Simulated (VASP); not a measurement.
Wanted: the native input for a VASP 6.6.1 run.

```yaml
Task: single point
Functional: PBE
Potentials_or_basis: VASP PAW PBE potentials, release 64 (Ru_pv, W_sv)
Cutoff: 520 eV
k_mesh: 18 × 18 × 6
Occupations: gaussian, width 0.1 eV
Spin: no spin polarisation
Dipole_correction: no
k_mesh_for_the_DOS: 27 × 27 × 9
Occupations_for_the_DOS: tetrahedron
Further_INCAR_settings: ALGO = Fast; EDIFF = 1e-06
```

Ru2W:

```
Ru W
1.0
     2.75815    0.00000    0.00000
    -1.37908    2.38863    0.00000
     0.00000    0.00000    7.28561
Ru W
2 1
Direct
  0.00000 0.00000 0.67271
  0.00000 0.00000 0.32729
  0.00000 0.00000 0.00000
```

One way to write it, as run:

POSCAR

```
Ru2W
1.0
    2.7581538829      0.0000000000      0.0000000000
   -1.3790769414      2.3886313301      0.0000000000
    0.0000000000      0.0000000000      7.2856087999
Ru W
2 1
Direct
    0.0000000000      0.0000000000      0.6727133366
    0.0000000000      0.0000000000      0.3272866634
    0.0000000000      0.0000000000      0.0000000000
```

INCAR.step1

```
SYSTEM = Ru2W
ALGO = Fast ; EDIFF = 1E-6
ENCUT = 520 ; GGA = PE
ISIF = 2 ; ISMEAR = 0
LASPH = .True. ; LCHARG = .True.
LMAXMIX = 4 ; LREAL = .False.
LWAVE = .False. ; NBANDS = 28
NELM = 60 ; PREC = Accurate
SIGMA = 0.1
```

KPOINTS.step1

```
k-points
0
Gamma
  18 18 6
  0 0 0
```

INCAR.step2

```
SYSTEM = Ru2W
ALGO = Fast ; EDIFF = 1E-6
ENCUT = 520 ; GGA = PE
ICHARG = 11 ; ISIF = 2
ISMEAR = -5 ; LASPH = .True.
LCHARG = .False. ; LMAXMIX = 4
LORBIT = 11 ; LREAL = .False.
LWAVE = .False. ; NEDOS = 1001
NELM = 60 ; PREC = Accurate
SIGMA = 0.1
```

KPOINTS.step2

```
k-points
0
Gamma
  27 27 9
  0 0 0
```

Potentials or basis: VASP PAW PBE potentials, release 64 (Ru_pv, W_sv).

The run is started by

```console
$ cat potpaw_PBE.64/Ru_pv/POTCAR potpaw_PBE.64/W_sv/POTCAR > POTCAR
$ cp INCAR.step1 INCAR
$ cp KPOINTS.step1 KPOINTS
$ mpirun -np 1 vasp_std > vasp.out
$ cp INCAR.step2 INCAR
$ cp KPOINTS.step2 KPOINTS
$ mpirun -np 1 vasp_std > vasp.out
```

It gave:

```json
{"Valence electrons inside the program's atomic spheres": "Ru 12.63; W 12.22"}
```

Caveat: the highest band is partly filled, so the run has too few bands.

Run time: 4.6 min on 1 thread of Intel(R) Xeon(R) 6975P-C (Granite Rapids) (shared host), peak memory 0.51 GiB.
